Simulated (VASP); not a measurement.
KTaO3: single point with LDA

KTaO3:

```
K Ta O
1.0
     3.95200    0.00000    0.00000
     0.00000    3.95200    0.00000
     0.00000    0.00000    3.95200
K Ta O
1 1 3
Direct
  0.00000 0.00000 0.00000
  0.50000 0.50000 0.50000
  0.50000 0.50000 0.00000
  0.50000 0.00000 0.50000
  0.00000 0.50000 0.50000
```

* Program: VASP 6.6.1
* Task: single point
* Functional: LDA
* Potentials or basis: VASP PAW LDA potentials, release 64 (K_sv, Ta_sv_GW, O)
* Cutoff: 700 eV
* k mesh: 6 × 6 × 6
* Occupations: fermi-dirac, width 0.02 eV
* Spin: no spin polarisation

- Pressure: 0.8 GPa
- Band gap on the k mesh: 2.11 eV (least direct gap 2.71 eV)

Levels at points of the mesh, in eV from the valence-band top:
| k point | band 16 | band 17 | band 18 | band 19 | band 20 | band 21 | band 22 | band 23 | band 24 | band 25 |
| --- | --- | --- | --- | --- | --- | --- | --- | --- | --- | --- |
| (0.00, 0.00, 0.00) | -1.11 | -1.11 | -0.60 | -0.60 | -0.60 | 2.11 | 2.11 | 2.11 | 6.60 | 7.12 |
| (0.50, 0.00, 0.00) | -2.33 | -2.24 | -1.63 | -0.84 | -0.84 | 2.29 | 5.14 | 5.14 | 7.17 | 8.80 |
| (0.50, 0.50, 0.00) | -2.99 | -1.57 | -1.47 | -1.47 | -0.05 | 5.19 | 5.19 | 6.51 | 8.05 | 10.05 |
| (0.50, 0.50, 0.50) | -4.02 | -4.02 | 0.00 | 0.00 | 0.00 | 6.68 | 6.68 | 6.68 | 8.80 | 8.80 |

Wall time 48 s on 1 thread of Intel(R) Xeon(R) Platinum 8488C (Sapphire Rapids) (shared host), peak memory 0.21 GiB.

Caveat: spin-orbit coupling is left out, which moves the levels of the heavy elements. A k mesh can miss the band edges.
